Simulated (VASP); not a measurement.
Wanted: the native input for a VASP 6.6.1 run.

| Quantity | Value |
| --- | --- |
| Task | single point |
| Functional | LDA |
| Potentials or basis | VASP PAW LDA potentials, release 64 (Co, Si) |
| Cutoff | 520 eV |
| k mesh | 14 × 14 × 14 |
| Occupations | fermi-dirac, width 0.1 eV |
| Spin | no spin polarisation |
| Dipole correction | no |
| Further INCAR settings | ALGO = Normal; EDIFF = 1e-06; NBANDS = 14 |

The structure of CoSi (rocksalt type) lies in POSCAR:

```
CoSi
1.0
    0.0000000000      1.9691728820      1.9691728820
    1.9691728820      0.0000000000      1.9691728820
    1.9691728820      1.9691728820      0.0000000000
Co Si
1 1
Direct
    0.0000000000      0.0000000000      0.0000000000
    0.5000000000      0.5000000000      0.5000000000
```

This cell differs from its parent crystal: volume scaled by 0.64.

One way to write it, as run:

INCAR

```
ALGO = Normal ; EDIFF = 1E-6
ENCUT = 520 ; GGA = CA
ISIF = 2 ; ISMEAR = -1
LASPH = T ; LCHARG = F
LREAL = F ; LWAVE = F
NBANDS = 14 ; NELM = 100
PREC = Accurate ; SIGMA = 0.1
```

KPOINTS

```
k-points
0
Gamma
  14 14 14
```

Potentials or basis: VASP PAW LDA potentials, release 64 (Co, Si).

Command:

```sh
$ cat potpaw_LDA.64/Co/POTCAR potpaw_LDA.64/Si/POTCAR > POTCAR
$ mpirun -np 1 vasp_std > vasp.out
```

It gave:

```yaml
Pressure: 221.2 GPa
```

Run time: 15 s on 1 thread of Intel Xeon 6975P-C (shared host), peak memory 0.14 GiB.
